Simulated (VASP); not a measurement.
## Si4Ge: single point with PBE

Si4Ge:

```
Si Ge
1.0
    -3.50419    3.50419    1.62586
     3.50419   -3.50419    1.62586
     3.50419    3.50419   -1.62586
Si Ge
4 1
Direct
  0.84885 0.63934 0.48819
  0.15115 0.36066 0.51181
  0.36066 0.84885 0.20952
  0.63934 0.15115 0.79048
  0.00000 0.00000 0.00000
```

```yaml
Program: VASP 6.6.1
Task: single point
Functional: PBE
Potentials_or_basis: VASP PAW PBE potentials, release 64 (Si, Ge_d)
Cutoff: 520 eV
k_mesh: 12 × 12 × 12
Occupations: gaussian, width 0.1 eV
Spin: no spin polarisation
```

```yaml
Pressure: -0.1 GPa
Largest_force: 0.004 eV/Å
Band_gap_on_the_k_mesh: zero (bands 15 and 16 overlap by 3.71 eV)
```

Forces in eV/Å, atoms in the order of the input:
```
Si  -0.002  0.004  0.000
Si   0.002 -0.004  0.000
Si   0.004  0.002  0.000
Si  -0.004 -0.002  0.000
Ge   0.000  0.000  0.000
```

Levels at points of the mesh, in eV from the Fermi level:
| k point | band 12 | band 13 | band 14 | band 15 | band 16 | band 17 | band 18 | band 19 |
| --- | --- | --- | --- | --- | --- | --- | --- | --- |
| (0.00, 0.00, 0.00) | -1.92 | -1.56 | -1.56 | 0.37 | 1.48 | 1.48 | 2.89 | 3.04 |
| (0.50, 0.00, 0.00) | -3.93 | -3.40 | -1.30 | -1.17 | -0.68 | -0.35 | 1.28 | 1.40 |
| (0.50, 0.50, 0.00) | -1.35 | -0.49 | -0.29 | 0.69 | 1.98 | 3.03 | 3.92 | 4.60 |
| (0.50, 0.50, 0.50) | -0.73 | -0.25 | 0.50 | 1.17 | 1.34 | 1.34 | 2.28 | 2.36 |

It took 4.1 min on 1 thread of Intel(R) Xeon(R) 6975P-C (Granite Rapids), on a shared host, peak memory 0.53 GiB.
